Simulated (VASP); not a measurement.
# Si (I4/mmm) in VASP: further runs

The runs below take Si through single point, with PBE.

Program: VASP 6.6.1. These are calculated values, not measurements. Logs are shortened: lines on timing, memory, paths and dates and some standing lists are left out, and cuts for length are marked.

### 1 The cell of the first run

Symmetry: I4/mmm, No. 139, tetragonal system. The conventional cell has a = 6.336 Å, b = 6.336 Å, c = 3.962 Å, α = 90.00°, β = 90.00°, γ = 90.00°. Si (site symmetry m2m) has 4 Si at 2.26 to 2.36 Å within 3.0 Å.

### 2 Single point, PBE (19.88 Å³/atom)

Contents of INCAR:

```
SYSTEM = Si
PREC = Accurate
ENCUT = 520
EDIFF = 1E-6
ISMEAR = 0
SIGMA = 0.05
LREAL = .False.
LASPH = .True.
NELM = 100
ALGO = Normal
ISIF = 2
LWAVE = .False.
LCHARG = .False.
GGA = PE
NBANDS = 16
```

Contents of KPOINTS:

```
Automatic mesh
0
Gamma
  12 12 12
  0 0 0
```

Contents of POSCAR:

```
Si
1.0
   -3.1678267311      3.1678267311      1.9808420549
    3.1678267311     -3.1678267311      1.9808420549
    3.1678267311      3.1678267311     -1.9808420549
Si
4
Direct
    0.1786105079      0.1786105079      0.3572210158
    0.8213894921      0.8213894921      0.6427789842
    0.1786105079      0.8213894921      0.0000000000
    0.8213894921      0.1786105079      0.0000000000
```

Potentials or basis: VASP PAW PBE potentials, release 64 (Si).

Started as:

```bash
$ cat potpaw_PBE.64/Si/POTCAR > POTCAR
$ mpirun -np 1 vasp_std > vasp.out
```

OUTCAR:

```text
SYSTEM = Si
   PREC = Accurate
   ENCUT = 520
   EDIFF = 1E-6
   ISMEAR = 0
   LREAL = .False.
   LASPH = .True.
   NELM = 100
   ISIF = 2
   GGA = PE

 ion  position               nearest neighbor table
   1  0.179  0.179  0.357-   3 2.26   4 2.26   2 2.36   2 2.36
   2  0.821  0.821  0.643-   3 2.26   4 2.26   1 2.36   1 2.36
   3  0.179  0.821  0.000-   1 2.26   2 2.26   4 2.36   4 2.36
   4  0.821  0.179  0.000-   1 2.26   2 2.26   3 2.36   3 2.36

  LATTYP: Found a body centered tetragonal cell.
 ALAT       =     6.3356534622
 C/A-ratio  =     0.6253000000

  Lattice vectors:

 A1 = (  -3.1678267311,   3.1678267311,   1.9808420549)
 A2 = (   3.1678267311,  -3.1678267311,   1.9808420549)
 A3 = (   3.1678267311,   3.1678267311,  -1.9808420549)

Analysis of symmetry for initial positions (statically):
=====================================================================
 Subroutine PRICEL returns:
 Original cell was already a primitive cell.

 Routine SETGRP: Setting up the symmetry group for a
 body centered tetragonal supercell.

 Subroutine GETGRP returns: Found 16 space group operations
 (whereof 16 operations were pure point group operations)
 out of a pool of 16 trial point group operations.

The static configuration has the point symmetry D_4h.

Analysis of symmetry for dynamics (positions and initial velocities):
=====================================================================
 Subroutine PRICEL returns:
 Original cell was already a primitive cell.

 Routine SETGRP: Setting up the symmetry group for a
 body centered tetragonal supercell.

 Subroutine GETGRP returns: Found 16 space group operations
 (whereof 16 operations were pure point group operations)
 out of a pool of 16 trial point group operations.

The dynamic configuration has the point symmetry D_4h.

 Subroutine INISYM returns: Found 16 space group operations
 (whereof 16 operations are pure point group operations),
 and found     1 'primitive' translations

----------------------------------------------------------------------------------------

                                     Primitive cell

  volume of cell :      79.5120

  direct lattice vectors                    reciprocal lattice vectors
    -3.167826731  3.167826731  1.980842055     0.000000000  0.157836915  0.252417904
     3.167826731 -3.167826731  1.980842055     0.157836915  0.000000000  0.252417904
     3.167826731  3.167826731 -1.980842055     0.157836915  0.157836915  0.000000000

  length of vectors
     4.898365814  4.898365814  4.898365814     0.297703359  0.297703359  0.223215107

  position of ions in fractional coordinates (direct lattice)
     0.178610508  0.178610508  0.357221016
     0.821389492  0.821389492  0.642778984
     0.178610508  0.821389492  0.000000000
     0.821389492  0.178610508  0.000000000

  ion indices of the primitive-cell ions
   primitive index   ion index
                 1           1
                 2           2
                 3           3
                 4           4

----------------------------------------------------------------------------------------

 KPOINTS: Automatic mesh

Automatic generation of k-mesh.
 Grid dimensions read from file:
 generate k-points for:   12   12   12

 Generating k-lattice:

  Cartesian coordinates                     Fractional coordinates (reciprocal lattice)
     0.000000000  0.013153076  0.021034825     0.083333333  0.000000000 -0.000000000
     0.013153076  0.000000000  0.021034825     0.000000000  0.083333333 -0.000000000
     0.013153076  0.013153076  0.000000000     0.000000000  0.000000000  0.083333333

  Length of vectors
     0.024808613  0.024808613  0.018601259

  Shift w.r.t. Gamma in fractional coordinates (k-lattice)
     0.000000000  0.000000000  0.000000000

 Subroutine IBZKPT returns following result:
 ===========================================

 Found    163 irreducible k-points:

 Following reciprocal coordinates:
            Coordinates               Weight
  0.000000  0.000000  0.000000      1.000000
  0.083333  0.000000 -0.000000      8.000000
  0.166667 -0.000000  0.000000      8.000000
  0.250000 -0.000000  0.000000      8.000000
  0.333333 -0.000000  0.000000      8.000000
  0.416667 -0.000000  0.000000      8.000000
[... 16 lines left out ...]
  0.500000  0.166667  0.000000     16.000000
 -0.416667  0.166667  0.000000     16.000000
 [... further k-points ...]
   k-points           NKPTS =    163   k-points in BZ     NKDIM =    163   number of bands    NBANDS=     16
   number of dos      NEDOS =    301   number of ions     NIONS =      4
   total plane-waves  NPLWV =  46656
   dimension x,y,z NGX =    36 NGY =   36 NGZ =   36
   dimension x,y,z NGXF=    72 NGYF=   72 NGZF=   72
   ions per type =               4
   NGX,Y,Z   is equivalent  to a cutoff of  12.22, 12.22, 12.22 a.u.
   NGXF,Y,Z  is equivalent  to a cutoff of  24.44, 24.44, 24.44 a.u.
 SYSTEM =  Si
   PREC   = accura    normal or accurate (medium, high low for compatibility)
   ISTART =      0    job   : 0-new  1-cont  2-samecut
   ICHARG =      2    charge: 1-file 2-atom 10-const
   ISPIN  =      1    spin polarized calculation?
   LNONCOLLINEAR =      F non collinear calculations
   LSORBIT =      F    spin-orbit coupling
   LASPH  =      T    aspherical Exc in radial PAW
   ENCUT  =  520.0 eV  38.22 Ry    6.18 a.u.   9.11  9.11  9.11*2*pi/ulx,y,z
   NELM   =    100;   NELMIN=  2; NELMDL= -5     # of ELM steps
   EDIFF  = 0.1E-05   stopping-criterion for ELM
   LREAL  =      F    real-space projection
   EDIFFG = 0.1E-04   stopping-criterion for IOM
   NSW    =      0    number of steps for IOM
   IBRION =     -1    ionic relax: 0-MD 1-quasi-New 2-CG
   NFREE  =      0    steps in history (QN), initial steepest desc. (CG)
   ISIF   =      2    stress and relaxation
   ISYM   =      2    0-nonsym 1-usesym 2-fastsym
   POTIM  = 0.5000    time-step for ionic-motion
   TEBEG  =    0.0;   TEEND  =   0.0 temperature during run
   PSTRESS=    0.0 pullay stress
   NELECT =      16.0000    total number of electrons
   NUPDOWN=      -1.0000    fix difference up-down
   EMIN   =  10.00;   EMAX   =-10.00  energy-range for DOS
   EFERMI =   0.00;   METHOD = LEGACY
   ISMEAR =     0;   SIGMA  =   0.05  broadening in eV -4-tet -1-fermi 0-gaus
   EFERMI_NEDOS =   21; number of points for ismear=-14 and -15
   IALGO  =     38    algorithm
   IMIX   =      4    mixing-type and parameters
     AMIX     =   0.40;   BMIX     =  1.00
     AMIX_MAG =   1.60;   BMIX_MAG =  1.00
  volume/ion in A,a.u.               =      19.88       134.14
  Fermi-wavevector in a.u.,A,eV,Ry     =   0.959336  1.812882 12.521781  0.920325
  Thomas-Fermi vector in A             =   2.088523
   LORBIT       =      0    0 simple, 1 ext, 2 COOP (PROOUT), +10 PAW based schemes
   GGA     = PE    functional components
   LHFCALC =     F    Hartree Fock is set to
   AEXX    =    0.0000 exact exchange contribution
   IVDW    =     0    specifies the selected vdW correction
   LEPSILON=     F    determine dielectric tensor
   LRPA    =     F    only Hartree local field effects (RPA)
 non-spin polarized calculation
 Gauss-broadening in eV      SIGMA  =   0.05
  energy-cutoff  :      520.00
  volume of cell :       79.51
 maximum number of plane-waves:      2176
   NGX = 19   NGY = 19   NGZ = 19

 number of electron      16.0000000 magnetization

 Free energy of the ion-electron system (eV)
  ---------------------------------------------------
  ext. energy  EPLUGINS =         0.00000000
  ---------------------------------------------------
  free energy    TOTEN  =       -20.92426414 eV

  energy without entropy =      -20.92380945  energy(sigma->0) =      -20.92403680

 E-fermi :   6.0459     XC(G=0):  -9.3542

 val. band max:        6.0264106097   @ k =  -0.4167   0.5000   0.4167
 cond. band min:       6.0525962125   @ k =  -0.4167   0.4167   0.4167
 fundamental gap:      0.0261856028
 Fermi energy:         6.0459432002

 k-point     1 :       0.0000    0.0000    0.0000
  band No.  band energies     occupation
      1      -6.4369      2.00000
      2      -1.2443      2.00000
      3       0.3966      2.00000
      4       0.3966      2.00000
      5       2.0193      2.00000
      6       4.2482      2.00000
[... 8 lines left out ...]
     15      10.8332      0.00000
     16      13.2657      0.00000

 k-point     2 :       0.0833    0.0000   -0.0000
  band No.  band energies     occupation
      1      -6.3632      2.00000
      2      -1.3193      2.00000
      3       0.2534      2.00000
      4       0.5474      2.00000
      5       2.1014      2.00000
      6       3.8405      2.00000
[... 8 lines left out ...]
     15      10.6715      0.00000
     16      13.5765      0.00000

 k-point     3 :       0.1667   -0.0000    0.0000
  band No.  band energies     occupation
      1      -6.1454      2.00000
      2      -1.4582      2.00000
      3      -0.1281      2.00000
      4       0.8291      2.00000
      5       2.2465      2.00000
      6       3.0357      2.00000
[... 8 lines left out ...]
     15      11.1434      0.00000
     16      14.3031      0.00000

 k-point     4 :       0.2500   -0.0000    0.0000
  band No.  band energies     occupation
      1      -5.7951      2.00000
      2      -1.5549      2.00000
      3      -0.7041      2.00000
      4       0.8705      2.00000
      5       2.1920      2.00000
      6       2.4618      2.00000
[... 8 lines left out ...]
     15      12.3514      0.00000
     16      12.5464      0.00000
[... 324 lines left out ...]
 k-point    22 :       0.4167    0.1667    0.0000
  band No.  band energies     occupation
      1      -4.5990      2.00000
      2      -2.4605      2.00000
      3      -1.8918      2.00000
      4       0.3089      2.00000
      5       1.4610      2.00000
      6       3.2145      2.00000
[... 8 lines left out ...]
     15      13.1423      0.00000
     16      13.5744      0.00000

 k-point    23 :       0.5000    0.1667    0.0000
  band No.  band energies     occupation
      1      -4.9544      2.00000
      2      -2.5662      2.00000
      3      -1.5306      2.00000
      4       0.7280      2.00000
      5       1.5973      2.00000
      6       3.1812      2.00000
[... 8 lines left out ...]
     15      12.7521      0.00000
     16      12.8256      0.00000

 k-point    24 :      -0.4167    0.1667    0.0000
  band No.  band energies     occupation
      1      -5.4173      2.00000
      2      -2.6152      2.00000
      3      -0.9163      2.00000
      4       1.1451      2.00000
      5       1.9739      2.00000
      6       3.2078      2.00000
[... 8 lines left out ...]
     15      12.2135      0.00000
     16      12.3191      0.00000

 [... further k-points ...]

------------------------ aborting loop because EDIFF is reached ----------------------------------------

  FORCE on cell =-STRESS in cart. coord.  units (eV):
  Direction    XX          YY          ZZ          XY          YZ          ZX
  --------------------------------------------------------------------------------------
  -------------------------------------------------------------------------------------
  Total        6.7839117      6.7839117     -1.0799578      0.0000000     -0.0000000      0.0000000
  in kB      136.6967199    136.6967199    -21.7612924      0.0000000     -0.0000000      0.0000000
  external PRESSURE =      83.8773825 kB  Pullay stress =       0.0000000 kB

 VOLUME and BASIS-vectors are now :
 -----------------------------------------------------------------------------
  energy-cutoff  :      520.00
  volume of cell :       79.51
      direct lattice vectors                 reciprocal lattice vectors
    -3.167826731  3.167826731  1.980842055     0.000000000  0.157836915  0.252417904
     3.167826731 -3.167826731  1.980842055     0.157836915  0.000000000  0.252417904
     3.167826731  3.167826731 -1.980842055     0.157836915  0.157836915  0.000000000

 POSITION                                       TOTAL-FORCE (eV/Angst)
 -----------------------------------------------------------------------------------
      1.13161      1.13161     -0.00000         0.982504      0.982504     -0.000000
      2.03621      2.03621      1.98084        -0.982504     -0.982504      0.000000
      2.03621     -2.03621      1.98084        -0.982504      0.982504      0.000000
     -2.03621      2.03621      1.98084         0.982504     -0.982504     -0.000000
 -----------------------------------------------------------------------------------
    total drift:                               -0.000000     -0.000000      0.000000

  FREE ENERGIE OF THE ION-ELECTRON SYSTEM (eV)
  ---------------------------------------------------
  free  energy   TOTEN  =       -20.9242641432 eV

  energy  without entropy=      -20.9238094522  energy(sigma->0) =      -20.92403680
```

Wall time 6 min (1 thread of Intel Xeon 8259CL, shared host); peak memory 0.26 GiB.

Results:

```
Free energy            : -20.9243 eV
Pressure               : 8.4 GPa
Largest force          : 1.389 eV/Å
Band gap on the k mesh : zero (bands 8 and 9 overlap by 0.25 eV)
```

Forces on the atoms (eV/Å):
```
Si   0.983  0.983  0.000
Si  -0.983 -0.983  0.000
Si  -0.983  0.983  0.000
Si   0.983 -0.983  0.000
```

Levels at points of the mesh, in eV from the Fermi level:
| k point | band 5 | band 6 | band 7 | band 8 | band 9 | band 10 | band 11 | band 12 |
| --- | --- | --- | --- | --- | --- | --- | --- | --- |
| (0.00, 0.00, 0.00) | -4.03 | -1.80 | -1.80 | -0.73 | 0.74 | 1.60 | 1.60 | 2.71 |
| (0.50, 0.00, 0.00) | -4.54 | -3.66 | -2.56 | -1.11 | 0.96 | 2.94 | 3.27 | 3.63 |
| (0.50, 0.50, 0.00) | -2.84 | -2.52 | -2.00 | -1.52 | 1.14 | 1.46 | 2.17 | 4.20 |
| (0.50, 0.50, 0.50) | -3.62 | -0.37 | -0.19 | 0.21 | 0.21 | 3.39 | 4.22 | 4.22 |

Caveat: the stress differs along the axes, from -2 to 14 GPa; semilocal functionals underestimate gaps, and a narrow one can read as zero; forces of over 1 eV/Å act on the atoms, so gaps and moduli don't describe the material at rest.

### 3 Single point, PBE (20.45 Å³/atom)

This run uses another cell than the first one, of 20.45 Å³/atom.

Contents of INCAR:

```
PREC     = Accurate       # precision mode
ENCUT    = 520            # plane-wave cutoff, eV
EDIFF    = 1E-6           # SCF threshold, eV
ISMEAR   = 0              # smearing method
SIGMA    = 0.05           # smearing width, eV
LREAL    = F              # projectors in reciprocal space
LASPH    = T              # aspherical terms in the spheres
NELM     = 60             # most SCF steps
ALGO     = Normal         # electronic algorithm
ISIF     = 2              # what is computed and relaxed
LWAVE    = F              # write WAVECAR
LCHARG   = F              # write CHGCAR
GGA      = PE             # functional
NBANDS   = 16             # bands
```

Contents of KPOINTS:

```
Automatic mesh
0
Gamma
  12 12 12
```

Contents of POSCAR:

```
Si
1.0
   -3.4196732822      3.4196732822      1.7491628838
    3.4196732822     -3.4196732822      1.7491628838
    3.4196732822      3.4196732822     -1.7491628838
Si
4
Direct
    0.1786105079      0.1786105079      0.3572210158
    0.8213894921      0.8213894921      0.6427789842
    0.1786105079      0.8213894921      0.0000000000
    0.8213894921      0.1786105079      0.0000000000
```

Potentials or basis: VASP PAW PBE potentials, release 64 (Si).

Started as:

```bash
$ cat potpaw_PBE.64/Si/POTCAR > POTCAR
$ mpirun -np 1 vasp_std > vasp.out
```

Wall time 7.8 min (1 thread of Intel Xeon 8259CL, shared host); peak memory 0.3 GiB.

Results (log left out):

```yaml
Free_energy: -20.7254 eV
Pressure: 6.7 GPa
Largest_force: 1.447 eV/Å
Band_gap_on_the_k_mesh: zero (bands 8 and 9 overlap by 0.36 eV)
```

Forces on the atoms (eV/Å):
```
Si  -1.023 -1.023  0.000
Si   1.023  1.023  0.000
Si   1.023 -1.023  0.000
Si  -1.023  1.023  0.000
```

Stress tensor (GPa, compression positive):
```
-1.38  0.00  0.00
 0.00 -1.38  0.00
 0.00  0.00 22.76
```

Levels at points of the mesh, in eV from the Fermi level:
| k point | band 6 | band 7 | band 8 | band 9 | band 10 | band 11 |
| --- | --- | --- | --- | --- | --- | --- |
| (0.00, 0.00, 0.00) | -0.89 | -0.89 | -0.63 | 0.72 | 0.72 | 2.45 |
| (0.50, 0.00, 0.00) | -3.72 | -2.38 | -1.95 | 0.53 | 1.77 | 2.55 |
| (0.50, 0.50, 0.00) | -2.65 | -1.26 | -0.98 | 1.57 | 2.56 | 2.78 |
| (0.50, 0.50, 0.50) | -0.44 | -0.44 | 0.11 | 1.56 | 2.23 | 2.25 |

Caveat: the stress differs along the axes, from -1 to 23 GPa; semilocal functionals underestimate gaps, and a narrow one can read as zero; forces of over 1 eV/Å act on the atoms, so gaps and moduli don't describe the material at rest.

### 4 Single point, PBE (20.45 Å³/atom)

This run uses another cell than the first one, of 20.45 Å³/atom.

Contents of INCAR:

```
ALGO = Normal ; EDIFF = 1E-6
ENCUT = 520 ; GGA = PE
ISIF = 2 ; ISMEAR = 0
LASPH = T ; LCHARG = F
LREAL = F ; LWAVE = F
NBANDS = 16 ; NELM = 100
PREC = Accurate ; SIGMA = 0.05
```

Contents of KPOINTS:

```
k-points
0
Gamma
  12 12 12
```

Contents of POSCAR:

```
Si
1.0
   -3.2412606042      3.2412606042      1.9470252449
    3.2412606042     -3.2412606042      1.9470252449
    3.2412606042      3.2412606042     -1.9470252449
Si
4
Direct
    0.1786105079      0.1786105079      0.3572210158
    0.8213894921      0.8213894921      0.6427789842
    0.1786105079      0.8213894921      0.0000000000
    0.8213894921      0.1786105079      0.0000000000
```

Started as:

```bash
$ cat potpaw_PBE.64/Si/POTCAR > POTCAR
$ mpirun -np 1 vasp_std > vasp.out
```

Run time: 6.9 min. Hardware: 1 thread of Intel Xeon 8259CL, shared host; peak memory 0.29 GiB.

The run converged. Its results:

```
Free energy            : -21.1768 eV
Pressure               : 5.0 GPa
Largest force          : 0.626 eV/Å
Band gap on the k mesh : zero (bands 8 and 9 overlap by 0.03 eV)
```

Forces on the atoms (eV/Å):
```
Si   0.443  0.443  0.000
Si  -0.443 -0.443  0.000
Si  -0.443  0.443  0.000
Si   0.443 -0.443  0.000
```

Stress tensor (GPa, compression positive):
```
 7.54  0.00  0.00
 0.00  7.54  0.00
 0.00  0.00 -0.07
```

Levels at points of the mesh, in eV from the Fermi level:
```csv
k point,band 6,band 7,band 8,band 9,band 10,band 11
"(0.00, 0.00, 0.00)",-1.72,-1.72,-0.71,1.01,1.64,1.64
"(0.50, 0.00, 0.00)",-3.66,-2.56,-1.36,0.82,2.58,3.08
"(0.50, 0.50, 0.00)",-2.34,-1.89,-1.79,1.32,1.62,2.00
"(0.50, 0.50, 0.50)",-0.29,-0.06,0.04,0.04,3.35,3.94
```

Caveat: the stress differs along the axes, from -0 to 8 GPa; semilocal functionals underestimate gaps, and a narrow one can read as zero.

(Part 1 of 2 ends here.)

The gap in the log of VASP goes by the Fermi energy; the results here count the filled bands.